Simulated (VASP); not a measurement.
Runs of VASP 6.6.1 on CrO2. The structure is that of space group Fm-3m (No. 225), or close to it. The cells are those of the table. 

| task | level | cell | cutoff (eV) | gap on the mesh (eV) | pressure (GPa) | moment (μB) | relaxed volume (Å³/atom) |
| --- | --- | --- | --- | --- | --- | --- | --- |
| relaxation of cell and atoms | r2SCAN | relaxed from a = 3.370 Å, angles 60.0°, 3 atoms | 600 | 0.51 | -0.1 | 2.00 | (b) |
| relaxation of cell and atoms | BLYP | relaxed from a = 3.370 Å, angles 60.0°, 3 atoms | 600 | 0.68 | 0.0 | 2.00 | 9.00 |
| single point | BLYP | a = 3.366 Å, angles 60.0°, 3 atoms | 520 | 0.68 | 0.6 | 2.00 | - |
| single point | PBE | a = 3.370 Å, angles 60.0°, 3 atoms | 520 | 0.58 | (a) | 2.00 | - |
| single point | r2SCAN | a = 3.304 Å, angles 60.0°, 3 atoms | 520 | 0.51 | 1.3 | 2.00 | - |

Alike in all rows: potentials or basis VASP PAW PBE potentials, release 64 (Cr_pv, O); spin collinear, ferromagnetic start; k mesh 7 × 7 × 7; smearing fermi-dirac 0.05 eV.

Task: Estimate the missing entries.

Result: (a) -7.9; (b) 8.53.

Caveats: an odd mesh through Γ misses points on the zone boundary, where band edges can lie; a cell with one magnetic atom can't hold antiferromagnetic order, which such compounds often take; the PAW data sets were made with another functional, which shifts forces and pressure a little (at least some runs); an empty level that is flat over the whole mesh can mark a ghost state of the potentials, or a narrow d or f band (at least some runs); the cell stands under tension (at least some runs).
